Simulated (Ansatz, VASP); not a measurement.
## TiPbO3 in VASP and in Ansatz

INCAR

```
SYSTEM = TiPbO3
ALGO = Normal
EDIFF = 1E-7
EDIFFG = -0.008
ENCUT = 520
GGA = PS
GGA_COMPAT = .FALSE.
IBRION = 2
ISIF = 2
ISMEAR = 0
LASPH = .TRUE.
LCHARG = .FALSE.
LREAL = .FALSE.
LWAVE = .FALSE.
NELM = 120
NELMIN = 4
NSW = 60
PREC = Accurate
SIGMA = 0.02
```

KPOINTS

```
k-points
0
G
  8 8 6
  0 0 0
```

The input POSCAR:

```
TiPbO3
1.0
    3.8203580300      0.0000000000      0.0000000000
    0.0000000000      3.8203580300      0.0000000000
    0.0000000000      0.0000000000      4.2251961145
Ti Pb O
1 1 3
Direct
    0.5000000000      0.5000000000      0.5830608377
    0.0000000000      0.0000000000      0.1234081607
    0.0000000000      0.5000000000      0.4940328917
    0.5000000000      0.0000000000      0.4940328917
    0.5000000000      0.5000000000      0.9956652282
```

Input for Ansatz:

```yaml
crystal:
  lattice:
    - [3.82035803, 0.0, 0.0]
    - [0.0, 3.82035803, 0.0]
    - [0.0, 0.0, 4.2251961145]
  atoms:
    - { symbol: Ti, position: [0.5, 0.5, 0.5830608377] }
    - { symbol: Pb, position: [0.0, 0.0, 0.1234081607] }
    - { symbol: O, position: [0.0, 0.5, 0.4940328917] }
    - { symbol: O, position: [0.5, 0.0, 0.4940328917] }
    - { symbol: O, position: [0.5, 0.5, 0.9956652282] }
basis:
  ecutwfc: 420
kpoints:
  mp_grid: { grid: [8, 8, 6] }
hamiltonian:
  xc: pbesol
scf:
  occupations: { method: gaussian, width: 0.02 }
output:
  forces: true
  stress: true
  eigenvalues: true
relax:
  adjacent_minimum: "off"
  f_tol: 0.008
  max_steps: 40
```

Change from the starting cell: equal strain along all axes, cell held, atoms relaxed: -1.0 %.

Alike in both runs: task relaxation of the atoms; functional PBEsol; k mesh 8 × 8 × 6; occupations gaussian, width 0.02 eV; no spin polarisation.

|  | VASP | Ansatz |
| --- | --- | --- |
| version | VASP 6.6.1 | Ansatz 0.2.0 |
| potentials or method | VASP PAW PBE potentials, release 64 (Ti_sv, Pb_d, O), cutoff 520 eV | scalar-relativistic, plane waves, PAW |
| valence electrons in the cell | 44 | 44 |

|  | VASP | Ansatz | Ansatz less VASP |
| --- | --- | --- | --- |
| gap on the k mesh at the Fermi level, each at its own relaxed structure (eV) | 1.60 | 1.64 | +0.031 |

VASP's potentials were made for PBE, not for PBEsol. Ansatz's warnings: stress scf threshold loose.

Spin-orbit coupling is off throughout.
